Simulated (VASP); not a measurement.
Set up this calculation in VASP 6.6.1, as the native input.

- Task: single point
- Functional: PBE
- Potentials or basis: VASP PAW PBE potentials, release 64 (Er_3, Ga_d, P), 4f in core
- Cutoff: 500 eV
- k mesh: 4 × 4 × 4
- Occupations: gaussian, width 0.1 eV
- Spin: no spin polarisation
- Dipole correction: no
- Mended: yes
- Further INCAR settings: ALGO = Normal; EDIFF = 1e-06; NBANDS = 24

The structure of ErGaP2 lies in POSCAR:

```
ErGaP2
1.0
    4.2004896100      0.0000000000      0.0000000000
    0.0000000000      4.2004896100      0.0000000000
    0.0000000000      0.0000000000      5.9092775700
Er Ga P
1 1 2
Direct
    0.5000000000      0.5000000000      0.5000000000
    0.0000000000      0.0000000000      0.0000000000
    0.0000000000      0.5000000000      0.2554496500
    0.5000000000      0.0000000000      0.7445503500
```

The cell was built from a structure type or drawn by symmetry, and may not be a known phase.

One way to write it, as run:

INCAR

```
SYSTEM = ErGaP2
ALGO = Normal ; EDIFF = 1E-6
ENCUT = 500 ; GGA = PE
GGA_COMPAT = .FALSE. ; ISIF = 2
ISMEAR = 0 ; LASPH = .TRUE.
LCHARG = .TRUE. ; LELF = .TRUE.
LMAXMIX = 6 ; LREAL = .FALSE.
LVHAR = .TRUE. ; LWAVE = .FALSE.
NBANDS = 24 ; NELM = 200
PREC = Accurate ; SIGMA = 0.1
```

KPOINTS

```
k-points
0
G
  4 4 4
  0 0 0
```

Potentials or basis: VASP PAW PBE potentials, release 64 (Er_3, Ga_d, P), 4f in core.

Run with:

```console
$ cat potpaw_PBE.64/Er_3/POTCAR potpaw_PBE.64/Ga_d/POTCAR potpaw_PBE.64/P/POTCAR > POTCAR
$ mpirun -np 1 vasp_std > vasp.out
```

Results of the run:

- Pressure: 2.4 GPa
- Largest force: 2.367 eV/Å
- Band gap on the k mesh: 0.23 eV (least direct gap 0.37 eV)

Caveat: spin-orbit coupling is left out, which moves the levels of the heavy elements; the 4f electrons are frozen in the core, so they carry no moment and show no levels; forces of over 1 eV/Å act on the atoms, so gaps and moduli don't describe the material at rest.

Wall time 17 s on 1 thread of Intel(R) Xeon(R) 6975P-C (Granite Rapids), with other jobs on the host, peak memory 0.24 GiB.
